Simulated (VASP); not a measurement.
## CoO: single point with PBE+U

The system is CoO.

```
Co O
1.0
    -1.50800    1.50800    2.10725
     1.50800   -1.50800    2.10725
     1.50800    1.50800   -2.10725
Co O
1 1
Direct
  0.00000 0.00000 0.00000
  0.50000 0.50000 0.00000
```

```json
{"Program": "VASP 6.6.1", "Task": "single point", "Functional": "PBE", "Potentials or basis": "VASP PAW PBE potentials, release 64 (Co, O)", "Cutoff": "600 eV", "k mesh": "12 × 12 × 12", "Occupations": "fermi-dirac, width 0.1 eV", "Spin": "collinear spin, ferromagnetic start", "Starting moments": "[1.8, 0.0] μB", "Hubbard terms": "Co d U = 3.0 eV"}
```

The pressure is 0.8 GPa, the band gap on the k mesh is zero (filled and empty bands overlap) and the net moment is 3.00 μB per cell. The site moments are Co +2.73; O +0.25 μB and the valence electrons inside the program's atomic spheres are Co 7.81; O 5.00.

Stress tensor (GPa, compression positive):
```
 3.45  0.00  0.00
 0.00  3.45  0.00
 0.00  0.00 -4.58
```

Levels at points of the mesh, in eV from the Fermi level:
Spin up:
| k point | band 5 | band 6 | band 7 | band 8 | band 9 | band 10 | band 11 | band 12 | band 13 | band 14 |
| --- | --- | --- | --- | --- | --- | --- | --- | --- | --- | --- |
| (0.00, 0.00, 0.00) | -4.62 | -3.80 | -2.84 | -2.69 | -2.69 | 1.30 | 17.12 | 17.41 | 17.41 | 17.80 |
| (0.50, 0.00, 0.00) | -4.02 | -3.66 | -2.72 | -0.45 | -0.35 | 5.32 | 9.66 | 13.55 | 13.78 | 20.19 |
| (0.50, 0.50, 0.00) | -4.10 | -3.88 | -3.78 | -3.77 | -2.87 | 6.04 | 10.19 | 11.11 | 16.12 | 16.15 |
| (0.50, 0.50, 0.50) | -4.11 | -3.99 | -3.99 | -3.79 | -3.79 | 6.10 | 10.25 | 11.30 | 15.99 | 15.99 |
Spin down:
| k point | band 4 | band 5 | band 6 | band 7 | band 8 | band 9 |
| --- | --- | --- | --- | --- | --- | --- |
| (0.00, 0.00, 0.00) | -2.23 | -2.23 | -0.99 | -0.99 | 0.92 | 1.59 |
| (0.50, 0.00, 0.00) | -4.03 | -1.20 | 0.09 | 0.25 | 3.47 | 3.97 |
| (0.50, 0.50, 0.00) | -3.45 | -2.10 | -1.23 | 0.27 | 1.48 | 2.44 |
| (0.50, 0.50, 0.50) | -3.55 | -3.35 | 0.26 | 0.26 | 1.84 | 2.13 |

Eigenvalues of the final occupation matrices:
```
    site  spin  trace               eigenvalues
site 1 d     1   4.93  0.97 0.97 0.97 1.01 1.01
site 1 d     2   2.23  0.13 0.16 0.50 0.50 0.96
```

Wall time 2.4 min on 1 thread of Intel Xeon 8259CL, with other jobs on the host, peak memory 0.23 GiB.

Caveat: the stress differs along the axes, from -5 to 3 GPa; a cell with one magnetic atom can't hold antiferromagnetic order, which such compounds often take. The state reached can hang on the start; a lower one may exist.
